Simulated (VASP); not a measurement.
# Ti (Fm-3m) in VASP: further runs

Ti is run at these levels: r2SCAN; tasks: single point.

All numbers are computed with VASP 6.6.1; they aren't measurements. Logs are shortened: lines on timing, memory, paths and dates and some standing lists are left out, and cuts for length are marked.

### Step 1. The cell of the first run

The structure is cubic, space group Fm-3m (No. 225). Conventional cell: a = 4.109 Å, b = 4.109 Å, c = 4.109 Å, α = 90.00°, β = 90.00°, γ = 90.00°. Ti (site symmetry m-3m) has 12 Ti at 2.91 Å within 3.8 Å.

This isn't the form of Ti at room conditions, which is hcp.

### Step 2. Single point, r2SCAN, collinear spin (17.34 Å³/atom)

POSCAR

```
Ti
1.0
    0.0000000000      2.0543691073      2.0543691073
    2.0543691073      0.0000000000      2.0543691073
    2.0543691073      2.0543691073      0.0000000000
Ti
1
Direct
    0.0000000000      0.0000000000      0.0000000000
```

INCAR.step1

```
SYSTEM = Ti
  ALGO = Normal
  EDIFF = 1E-4
  ENCUT = 520
  GGA = PE
  ISMEAR = -1
  ISPIN = 2
  LASPH = .TRUE.
  LCHARG = .FALSE.
  LMAXMIX = 4
  LREAL = .FALSE.
  LWAVE = .TRUE.
  MAGMOM = 1
  NBANDS = 16
  NELM = 150
  PREC = Accurate
  SIGMA = 0.05
```

INCAR.step2

```
SYSTEM = Ti
  ALGO = Normal
  EDIFF = 1E-6
  ENCUT = 520
  ISIF = 2
  ISMEAR = -1
  ISPIN = 2
  ISTART = 1
  LASPH = .TRUE.
  LCHARG = .TRUE.
  LELF = .TRUE.
  LMAXMIX = 4
  LMIXTAU = .TRUE.
  LORBIT = 11
  LREAL = .FALSE.
  LVHAR = .TRUE.
  LWAVE = .FALSE.
  MAGMOM = 1
  METAGGA = R2SCAN
  NBANDS = 16
  NELM = 150
  PREC = Accurate
  SIGMA = 0.05
```

KPOINTS

```
k-points
0
G
  15 15 15
  0 0 0
```

Potentials or basis: VASP PAW PBE potentials, release 64 (Ti_sv).

The run is started by

```bash
$ cat potpaw_PBE.64/Ti_sv/POTCAR > POTCAR
$ cp INCAR.step1 INCAR
$ mpirun -np 1 vasp_std > vasp.out
$ cp INCAR.step2 INCAR
$ mpirun -np 1 vasp_std > vasp.out
```

OUTCAR:

```text
SYSTEM = Ti
   EDIFF = 1E-6
   ENCUT = 520
   ISIF = 2
   ISMEAR = -1
   ISPIN = 2
   ISTART = 1
   LASPH = .TRUE.
   LORBIT = 11
   LREAL = .FALSE.
   METAGGA = R2SCAN
   NELM = 150
   PREC = Accurate

 ion  position               nearest neighbor table
   1  0.000  0.000  0.000-

  LATTYP: Found a face centered cubic cell.
 ALAT       =     4.1087382146

  Lattice vectors:

 A1 = (   0.0000000000,   2.0543691073,   2.0543691073)
 A2 = (   2.0543691073,   0.0000000000,   2.0543691073)
 A3 = (   2.0543691073,   2.0543691073,   0.0000000000)

Analysis of symmetry for initial positions (statically):
=====================================================================
 Subroutine PRICEL returns:
 Original cell was already a primitive cell.

 Routine SETGRP: Setting up the symmetry group for a
 face centered cubic supercell.

 Subroutine GETGRP returns: Found 48 space group operations
 (whereof 48 operations were pure point group operations)
 out of a pool of 48 trial point group operations.

The static configuration has the point symmetry O_h .

Analysis of symmetry for dynamics (positions and initial velocities):
=====================================================================
 Subroutine PRICEL returns:
 Original cell was already a primitive cell.

 Routine SETGRP: Setting up the symmetry group for a
 face centered cubic supercell.

 Subroutine GETGRP returns: Found 48 space group operations
 (whereof 48 operations were pure point group operations)
 out of a pool of 48 trial point group operations.

The dynamic configuration has the point symmetry O_h .

Analysis of structural, dynamic, and magnetic symmetry:
=====================================================================
 Subroutine PRICEL returns:
 Original cell was already a primitive cell.

 Routine SETGRP: Setting up the symmetry group for a
 face centered cubic supercell.

 Subroutine GETGRP returns: Found 48 space group operations
 (whereof 48 operations were pure point group operations)
 out of a pool of 48 trial point group operations.

The overall configuration has the point symmetry O_h .

 Subroutine INISYM returns: Found 48 space group operations
 (whereof 48 operations are pure point group operations),
 and found     1 'primitive' translations

----------------------------------------------------------------------------------------

                                     Primitive cell

  volume of cell :      17.3407

  direct lattice vectors                    reciprocal lattice vectors
     0.000000000  2.054369107  2.054369107    -0.243383722  0.243383722  0.243383722
     2.054369107  0.000000000  2.054369107     0.243383722 -0.243383722  0.243383722
     2.054369107  2.054369107  0.000000000     0.243383722  0.243383722 -0.243383722

  length of vectors
     2.905316654  2.905316654  2.905316654     0.421552972  0.421552972  0.421552972

  position of ions in fractional coordinates (direct lattice)
     0.000000000  0.000000000  0.000000000

  ion indices of the primitive-cell ions
   primitive index   ion index
                 1           1

----------------------------------------------------------------------------------------

 KPOINTS: k-points

Automatic generation of k-mesh.
 Grid dimensions read from file:
 generate k-points for:   15   15   15

 Generating k-lattice:

  Cartesian coordinates                     Fractional coordinates (reciprocal lattice)
    -0.016225581  0.016225581  0.016225581     0.066666667  0.000000000  0.000000000
     0.016225581 -0.016225581  0.016225581     0.000000000  0.066666667  0.000000000
     0.016225581  0.016225581 -0.016225581     0.000000000  0.000000000  0.066666667

  Length of vectors
     0.028103531  0.028103531  0.028103531

  Shift w.r.t. Gamma in fractional coordinates (k-lattice)
     0.000000000  0.000000000  0.000000000

 Subroutine IBZKPT returns following result:
 ===========================================

 Found    120 irreducible k-points:

 Following reciprocal coordinates:
            Coordinates               Weight
  0.000000  0.000000  0.000000      1.000000
  0.066667  0.000000  0.000000      8.000000
  0.133333  0.000000  0.000000      8.000000
  0.200000  0.000000  0.000000      8.000000
  0.266667  0.000000  0.000000      8.000000
  0.333333  0.000000  0.000000      8.000000
[... 16 lines left out ...]
  0.133333  0.133333  0.000000      6.000000
  0.200000  0.133333  0.000000     24.000000
 [... further k-points ...]
   k-points           NKPTS =    120   k-points in BZ     NKDIM =    120   number of bands    NBANDS=     16
   number of dos      NEDOS =    301   number of ions     NIONS =      1
   total plane-waves  NPLWV =  13824
   dimension x,y,z NGX =    24 NGY =   24 NGZ =   24
   dimension x,y,z NGXF=    48 NGYF=   48 NGZF=   48
   ions per type =               1
   NGX,Y,Z   is equivalent  to a cutoff of  13.73, 13.73, 13.73 a.u.
   NGXF,Y,Z  is equivalent  to a cutoff of  27.47, 27.47, 27.47 a.u.
 SYSTEM =  Ti
   PREC   = accura    normal or accurate (medium, high low for compatibility)
   ISTART =      1    job   : 0-new  1-cont  2-samecut
   ICHARG =      0    charge: 1-file 2-atom 10-const
   ISPIN  =      2    spin polarized calculation?
   LNONCOLLINEAR =      F non collinear calculations
   LSORBIT =      F    spin-orbit coupling
   LASPH  =      T    aspherical Exc in radial PAW
   ENCUT  =  520.0 eV  38.22 Ry    6.18 a.u.   5.40  5.40  5.40*2*pi/ulx,y,z
   NELM   =    150;   NELMIN=  2; NELMDL=  0     # of ELM steps
   EDIFF  = 0.1E-05   stopping-criterion for ELM
   LREAL  =      F    real-space projection
   EDIFFG = 0.1E-04   stopping-criterion for IOM
   NSW    =      0    number of steps for IOM
   IBRION =     -1    ionic relax: 0-MD 1-quasi-New 2-CG
   NFREE  =      0    steps in history (QN), initial steepest desc. (CG)
   ISIF   =      2    stress and relaxation
   ISYM   =      2    0-nonsym 1-usesym 2-fastsym
   POTIM  = 0.5000    time-step for ionic-motion
   TEBEG  =    0.0;   TEEND  =   0.0 temperature during run
   PSTRESS=    0.0 pullay stress
   NELECT =      12.0000    total number of electrons
   NUPDOWN=      -1.0000    fix difference up-down
   EMIN   =  10.00;   EMAX   =-10.00  energy-range for DOS
   EFERMI =   0.00;   METHOD = LEGACY
   ISMEAR =    -1;   SIGMA  =   0.05  broadening in eV -4-tet -1-fermi 0-gaus
   EFERMI_NEDOS =   21; number of points for ismear=-14 and -15
   IALGO  =     38    algorithm
   IMIX   =      4    mixing-type and parameters
     AMIX     =   0.40;   BMIX     =  1.00
     AMIX_MAG =   1.60;   BMIX_MAG =  1.00
  volume/ion in A,a.u.               =      17.34       117.02
  Fermi-wavevector in a.u.,A,eV,Ry     =   1.448038  2.736396 28.528906  2.096815
  Thomas-Fermi vector in A             =   2.565925
   LORBIT       =     11    0 simple, 1 ext, 2 COOP (PROOUT), +10 PAW based schemes
   METAGGA = R2SCAN    functional components
   LHFCALC =     F    Hartree Fock is set to
   AEXX    =    0.0000 exact exchange contribution
   IVDW    =     0    specifies the selected vdW correction
   LEPSILON=     F    determine dielectric tensor
   LRPA    =     F    only Hartree local field effects (RPA)
 spin polarized calculation
  energy-cutoff  :      520.00
  volume of cell :       17.34
 maximum number of plane-waves:       489
 NGX is ok and might be reduce to    24
   NGX = 11   NGY = 11   NGZ = 11

 number of electron      12.0000002 magnetization      -0.0000031

 Free energy of the ion-electron system (eV)
  ---------------------------------------------------
  ext. energy  EPLUGINS =         0.00000000
  ---------------------------------------------------
  free energy    TOTEN  =       -12.88643980 eV

  energy without entropy =      -12.87444419  energy(sigma->0) =      -12.88044199

 E-fermi :   8.2494     XC(G=0): -12.4205

 val. band max:        8.1934063257   @ k =   0.3333   0.0000   0.0000
 cond. band min:       8.2680740002   @ k =  -0.4000   0.3333   0.1333
 fundamental gap:      0.0746676745
 Fermi energy:         8.2493634040

 spin component 1

 k-point     1 :       0.0000    0.0000    0.0000
  band No.  band energies     occupation
      1     -50.7954      1.00000
      2     -25.5967      1.00000
      3     -25.5967      1.00000
      4     -25.5967      1.00000
      5       1.7743      1.00000
      6       9.2503      0.00000
[... 8 lines left out ...]
     15      32.9379      0.00000
     16      33.9495      0.00000

 k-point     2 :       0.0667    0.0000    0.0000
  band No.  band energies     occupation
      1     -50.7899      1.00000
      2     -25.6281      1.00000
      3     -25.6006      1.00000
      4     -25.6006      1.00000
      5       1.9239      1.00000
      6       9.1525      0.00000
[... 8 lines left out ...]
     15      33.2476      0.00000
     16      33.9067      0.00000

 k-point     3 :       0.1333    0.0000    0.0000
  band No.  band energies     occupation
      1     -50.7743      1.00000
      2     -25.7164      1.00000
      3     -25.6116      1.00000
      4     -25.6115      1.00000
      5       2.3584      1.00000
      6       8.8952      0.00000
[... 8 lines left out ...]
     15      32.6540      0.00000
     16      33.6787      0.00000
[... 362 lines left out ...]
 k-point    23 :       0.1333    0.1333    0.0000
  band No.  band energies     occupation
      1     -50.7673      1.00000
      2     -25.7134      1.00000
      3     -25.6375      1.00000
      4     -25.6374      1.00000
      5       2.5478      1.00000
      6       8.6804      0.00018
[... 8 lines left out ...]
     15      34.1939      0.00000
     16      34.1939      0.00000

 k-point    24 :       0.2000    0.1333    0.0000
  band No.  band energies     occupation
      1     -50.7500      1.00000
      2     -25.7968      1.00000
      3     -25.6581      1.00000
      4     -25.6525      1.00000
      5       3.0419      1.00000
      6       8.4007      0.04624
[... 8 lines left out ...]
     15      33.8159      0.00000
     16      34.4503      0.00000

 [... further k-points ...]

 spin component 2

 k-point     1 :       0.0000    0.0000    0.0000
  band No.  band energies     occupation
      1     -50.7954      1.00000
      2     -25.5967      1.00000
      3     -25.5967      1.00000
      4     -25.5967      1.00000
      5       1.7743      1.00000
      6       9.2503      0.00000
[... 8 lines left out ...]
     15      32.9379      0.00000
     16      33.9495      0.00000

 k-point     2 :       0.0667    0.0000    0.0000
  band No.  band energies     occupation
      1     -50.7899      1.00000
      2     -25.6282      1.00000
      3     -25.6006      1.00000
      4     -25.6006      1.00000
      5       1.9239      1.00000
      6       9.1525      0.00000
[... 8 lines left out ...]
     15      33.2476      0.00000
     16      33.9067      0.00000

 k-point     3 :       0.1333    0.0000    0.0000
  band No.  band energies     occupation
      1     -50.7743      1.00000
      2     -25.7164      1.00000
      3     -25.6116      1.00000
      4     -25.6115      1.00000
      5       2.3584      1.00000
      6       8.8952      0.00000
[... 8 lines left out ...]
     15      32.6540      0.00000
     16      33.6786      0.00000
[... 362 lines left out ...]
 k-point    23 :       0.1333    0.1333    0.0000
  band No.  band energies     occupation
      1     -50.7673      1.00000
      2     -25.7134      1.00000
      3     -25.6375      1.00000
      4     -25.6374      1.00000
      5       2.5478      1.00000
      6       8.6804      0.00018
[... 8 lines left out ...]
     15      34.1939      0.00000
     16      34.1939      0.00000

 k-point    24 :       0.2000    0.1333    0.0000
  band No.  band energies     occupation
      1     -50.7500      1.00000
      2     -25.7968      1.00000
      3     -25.6581      1.00000
      4     -25.6525      1.00000
      5       3.0419      1.00000
      6       8.4007      0.04625
[... 8 lines left out ...]
     15      33.8159      0.00000
     16      34.4503      0.00000

 [... further k-points ...]

------------------------ aborting loop because EDIFF is reached ----------------------------------------

  FORCE on cell =-STRESS in cart. coord.  units (eV):
  Direction    XX          YY          ZZ          XY          YZ          ZX
  --------------------------------------------------------------------------------------
  -------------------------------------------------------------------------------------
  Total        0.0509980      0.0509980      0.0509980     -0.0000000     -0.0000000     -0.0000000
  in kB        4.7119225      4.7119225      4.7119225     -0.0000000     -0.0000000     -0.0000000
  external PRESSURE =       4.7119225 kB  Pullay stress =       0.0000000 kB

 VOLUME and BASIS-vectors are now :
 -----------------------------------------------------------------------------
  energy-cutoff  :      520.00
  volume of cell :       17.34
      direct lattice vectors                 reciprocal lattice vectors
     0.000000000  2.054369107  2.054369107    -0.243383722  0.243383722  0.243383722
     2.054369107  0.000000000  2.054369107     0.243383722 -0.243383722  0.243383722
     2.054369107  2.054369107  0.000000000     0.243383722  0.243383722 -0.243383722

 POSITION                                       TOTAL-FORCE (eV/Angst)
 -----------------------------------------------------------------------------------
      0.00000      0.00000      0.00000         0.000000      0.000000      0.000000
 -----------------------------------------------------------------------------------
    total drift:                                0.000000      0.000000     -0.000000

  FREE ENERGIE OF THE ION-ELECTRON SYSTEM (eV)
  ---------------------------------------------------
  free  energy   TOTEN  =       -12.8864397969 eV

  energy  without entropy=      -12.8744441905  energy(sigma->0) =      -12.88044199

 total charge

# of ion       s       p       d       tot
------------------------------------------
    1        2.246   6.137   1.838  10.221

 magnetization (x)

# of ion       s       p       d       tot
------------------------------------------
    1       -0.000  -0.000  -0.000  -0.000
```

It took 99 s on 1 thread of Intel Xeon 6975P-C (Granite Rapids), shared host; peak memory 0.18 GiB.

What came out:

| Item | Value |
| --- | --- |
| Free energy | -12.8864 eV |
| Pressure | 0.5 GPa |
| Band gap on the k mesh | zero (filled and empty bands overlap) |
| Net moment | 0.00 μB per cell |
| Valence electrons inside the program's atomic spheres | Ti 10.22 |

Caveat: the PAW data sets were made with another functional, which shifts forces and pressure a little.

### Step 3. Single point, r2SCAN, collinear spin (18.03 Å³/atom)

This run uses another cell than the first one, of 18.03 Å³/atom.

POSCAR

```
Ti
1.0
    0.0000000000      2.0814033800      2.0814033800
    2.0814033800      0.0000000000      2.0814033800
    2.0814033800      2.0814033800      0.0000000000
Ti
1
Direct
    0.0000000000      0.0000000000      0.0000000000
```

INCAR.step1

```
PREC = Accurate ; ENCUT = 520
ISMEAR = -1 ; SIGMA = 0.05
LREAL = F ; LASPH = T
NELM = 150 ; ISPIN = 2
MAGMOM = 1 ; LMAXMIX = 4
NBANDS = 16 ; GGA = PE
ALGO = Normal ; EDIFF = 1E-4
LWAVE = T ; LCHARG = F
```

INCAR.step2

```
PREC = Accurate ; ENCUT = 520
EDIFF = 1E-6 ; ISMEAR = -1
SIGMA = 0.05 ; LREAL = F
LASPH = T ; NELM = 150
ALGO = Normal ; ISIF = 2
LWAVE = F ; LCHARG = F
ISPIN = 2 ; MAGMOM = 1
LORBIT = 11 ; LMAXMIX = 4
METAGGA = R2SCAN ; LMIXTAU = T
NBANDS = 16 ; ISTART = 1
```

KPOINTS

```
regular mesh
0
Gamma
  15 15 15
```

Potentials or basis: VASP PAW PBE potentials, release 64 (Ti_sv).

The run is started by

```bash
$ cat potpaw_PBE.64/Ti_sv/POTCAR > POTCAR
$ cp INCAR.step1 INCAR
$ mpirun -np 1 vasp_std > vasp.out
$ cp INCAR.step2 INCAR
$ mpirun -np 1 vasp_std > vasp.out
```

Run time: 90 s. Hardware: 1 thread of Intel Xeon 6975P-C (Granite Rapids), shared host; peak memory 0.19 GiB.

Results (log left out):

```
Free energy                                           : -12.8797 eV
Pressure                                              : -3.7 GPa
Band gap on the k mesh                                : zero (filled and empty bands overlap)
Net moment                                            : 0.00 μB per cell
Valence electrons inside the program's atomic spheres : Ti 10.18
```

Levels at points of the mesh, in eV from the Fermi level:
Spin up:
| k point | band 2 | band 3 | band 4 | band 5 | band 6 | band 7 | band 8 | band 9 | band 10 | band 11 |
| --- | --- | --- | --- | --- | --- | --- | --- | --- | --- | --- |
| (0.00, 0.00, 0.00) | -33.97 | -33.97 | -33.97 | -6.38 | 0.97 | 0.97 | 0.97 | 2.69 | 2.69 | 15.58 |
Spin down:
| k point | band 4 | band 5 | band 6 | band 7 | band 8 | band 9 |
| --- | --- | --- | --- | --- | --- | --- |
| (0.00, 0.00, 0.00) | -33.97 | -6.38 | 0.97 | 0.97 | 0.97 | 2.69 |

Caveat: the cell stands under tension; the PAW data sets were made with another functional, which shifts forces and pressure a little.

(Part 1 of 2 ends here.)
